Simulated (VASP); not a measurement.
A run of VASP 6.6.1:

File INCAR:

```
SYSTEM = KYSe2
PREC     = Accurate       ! precision mode
ENCUT    = 520            ! plane-wave cutoff, eV
EDIFF    = 1E-7           ! SCF threshold, eV
ISMEAR   = 0              ! smearing method
SIGMA    = 0.01           ! smearing width, eV
LREAL    = .False.        ! projectors in reciprocal space
LASPH    = .True.         ! aspherical terms in the spheres
NELM     = 60             ! most SCF steps
ALGO     = Normal         ! electronic algorithm
ISIF     = 2              ! what is computed and relaxed
LWAVE    = .False.        ! write WAVECAR
LCHARG   = .True.         ! write CHGCAR
GGA      = PE             ! functional
LELF     = .True.         ! ELF
LVHAR    = .True.       
NBANDS   = 24             ! bands
```

Contents of KPOINTS:

```
Automatic mesh
0
Gamma
  4 4 4
  0 0 0
```

Contents of POSCAR:

```
KYSe2
1.0
    4.3197464662      0.0000000000      0.0000000000
    0.0000000000      4.3197464662      0.0000000000
    0.0000000000      0.0000000000      5.8682760692
K Se Y
1 2 1
Direct
    0.0000000000      0.0000000000      0.0000000000
    0.0000000000      0.0000000000      0.5000000000
    0.5000000000      0.5000000000      0.0000000000
    0.5000000000      0.5000000000      0.5000000000
```

Potentials or basis: VASP PAW PBE potentials, release 64 (K_sv, Se, Y_sv).

Command:

```bash
$ cat potpaw_PBE.64/K_sv/POTCAR potpaw_PBE.64/Se/POTCAR potpaw_PBE.64/Y_sv/POTCAR > POTCAR
$ mpirun -np 1 vasp_std > vasp.out
```

Hardware: 1 thread of Intel(R) Xeon(R) Platinum 8259CL CPU @ 2.50GHz (Skylake/Cascade Lake), on a shared host.

**Question.** Estimate the wall time of this run.

**Answer.** It took 51 s on 1 thread of Intel(R) Xeon(R) Platinum 8259CL CPU @ 2.50GHz (Skylake/Cascade Lake), with other jobs on the host, peak memory 0.25 GiB. Counts: scf iterations 17, k points 18.
